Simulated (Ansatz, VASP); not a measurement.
One calculation of CaO, two programs

File POSCAR:

```
CaO
1.0
    2.9943697263      0.0000000000      0.0000000000
    0.0000000000      2.9032089648      0.0000000000
    0.0000000000      0.0000000000      2.9032089648
Ca O
1 1
Direct
    0.0000000000      0.0000000000      0.0000000000
    0.5000000000      0.5000000000      0.5000000000
```

Contents of INCAR.step1:

```
SYSTEM = CaO
PREC = Accurate
ENCUT = 520
ISMEAR = 0
SIGMA = 0.01
LREAL = .FALSE.
LASPH = .TRUE.
NELM = 80
NBANDS = 15
GGA = PE
ALGO = Normal
EDIFF = 1E-4
LWAVE = .TRUE.
LCHARG = .FALSE.
```

Contents of INCAR.step2:

```
SYSTEM = CaO
PREC = Accurate
ENCUT = 520
EDIFF = 1E-6
ISMEAR = 0
SIGMA = 0.01
LREAL = .FALSE.
LASPH = .TRUE.
NELM = 80
ALGO = Normal
ISIF = 2
LWAVE = .FALSE.
LCHARG = .FALSE.
METAGGA = R2SCAN
LMIXTAU = .TRUE.
NBANDS = 15
ISTART = 1
```

The input KPOINTS:

```
Automatic mesh
0
G
  8 8 8
  0 0 0
```

Input for Ansatz:

```yaml
crystal:
  lattice:
    - [2.9943697263, 0.0, 0.0]
    - [0.0, 2.9032089648, 0.0]
    - [0.0, 0.0, 2.9032089648]
  atoms:
    - { symbol: Ca, position: [0.0, 0.0, 0.0] }
    - { symbol: O, position: [0.5, 0.5, 0.5] }
kpoints:
  mp_grid: { grid: [8, 8, 8] }
  band_path:
    path: [[0.0, 0.0, 0.0], [0.0, 0.5, 0.0], [0.5, 0.5, 0.0], [0.5, 0.5, 0.5]]
    npoints: 1
hamiltonian:
  xc: r2scan
scf:
  occupations: { method: fixed }
  n_extra_bands: 4
output:
  forces: true
  stress: true
  eigenvalues: true
```

Change from the starting cell: uniaxial_x strain +3.1%.

Alike in both runs: task single point; functional r2SCAN; k mesh 8 × 8 × 8; no spin polarisation.

|  | VASP | Ansatz |
| --- | --- | --- |
| version | VASP 6.6.1 | Ansatz 0.2.0 |
| potentials or method | VASP PAW PBE potentials, release 64 (Ca_sv, O) | plane waves, PAW |
| plane-wave cutoff (eV) | 520 | 500 |
| occupations | gaussian, width 0.01 eV | fixed |
| valence electrons in the cell | 16 | 16 |

Ansatz gave:

```
gap on the k mesh at the Fermi level (eV)                     : 3.17
pressure (GPa)                                                : -3.5
traceless stress, the component that is largest in VASP (GPa) : -8.09
```

Q: What did VASP give for the same quantities?

A: gap on the k mesh at the Fermi level (eV): 3.18; pressure (GPa): -2.6; traceless stress, the component that is largest in VASP (GPa): -8.09.

VASP's potentials were made for PBE, not for r2SCAN.
